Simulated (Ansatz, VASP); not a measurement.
# SnTe3: VASP beside Ansatz

Contents of INCAR:

```
SYSTEM = SnTe3
PREC     = Accurate       ! precision mode
ENCUT    = 500            ! plane-wave cutoff, eV
EDIFF    = 1E-7           ! SCF threshold, eV
ISMEAR   = -1             ! smearing method
SIGMA    = 0.1            ! smearing width, eV
LREAL    = .False.        ! projectors in reciprocal space
LASPH    = .True.         ! aspherical terms in the spheres
NELM     = 120            ! most SCF steps
ALGO     = Normal         ! electronic algorithm
ISIF     = 3              ! what is computed and relaxed
LWAVE    = .False.        ! write WAVECAR
LCHARG   = .False.        ! write CHGCAR
GGA      = PE             ! functional
IBRION   = 2              ! ionic algorithm
NSW      = 80             ! ionic steps
EDIFFG   = -0.01          ! ionic threshold
GGA_COMPAT= .False.      
NELMIN   = 4
```

Contents of KPOINTS:

```
regular mesh
0
Gamma
  4 4 4
  0 0 0
```

The input POSCAR:

```
SnTe3
1.0
    0.0000000000      3.8612200000      3.8612200000
    3.8612200000      0.0000000000      3.8612200000
    3.8612200000      3.8612200000      0.0000000000
Sn Te
1 3
Direct
    0.0000000000      0.0000000000      0.0000000000
    0.2500000000      0.2500000000      0.2500000000
    0.7500000000      0.7500000000      0.7500000000
    0.5000000000      0.5000000000      0.5000000000
```

Input for Ansatz:

```yaml
crystal:
  lattice:
    - [0.0, 3.86122, 3.86122]
    - [3.86122, 0.0, 3.86122]
    - [3.86122, 3.86122, 0.0]
  atoms:
    - { symbol: Sn, position: [0.0, 0.0, 0.0] }
    - { symbol: Te, position: [0.25, 0.25, 0.25] }
    - { symbol: Te, position: [0.75, 0.75, 0.75] }
    - { symbol: Te, position: [0.5, 0.5, 0.5] }
kpoints:
  mp_grid:
    grid: [4, 4, 4]
hamiltonian:
  xc: pbe
  dispersion: none
scf:
  occupations:
    method: fermi_dirac
    width: 0.1
relax:
  cell: {}
```

Alike in both runs: task relaxation of cell and atoms; functional PBE; k mesh 4 × 4 × 4; occupations fermi-dirac, width 0.1 eV; no spin polarisation.

|  | VASP | Ansatz |
| --- | --- | --- |
| version | VASP 6.6.1 | Ansatz 0.2.0 |
| potentials or method | VASP PAW PBE potentials, release 64 (Sn_d, Te) | plane waves, PAW |
| plane-wave cutoff (eV) | 500 | 420 |
| valence electrons in the cell | 32 | 62 |

Ansatz gave:

```
relaxed volume (Å³/atom)                                     : 29.06
relaxed cell length with the largest relative difference (Å) : 5.478
```

Estimate VASP's values.

relaxed volume (Å³/atom): 29.03; relaxed cell length with the largest relative difference (Å): 5.476.

VASP's potentials hold 32 valence electrons a cell and Ansatz's 62, so a difference there can come from the potentials and not from the codes.

Neither program's run includes spin-orbit coupling.
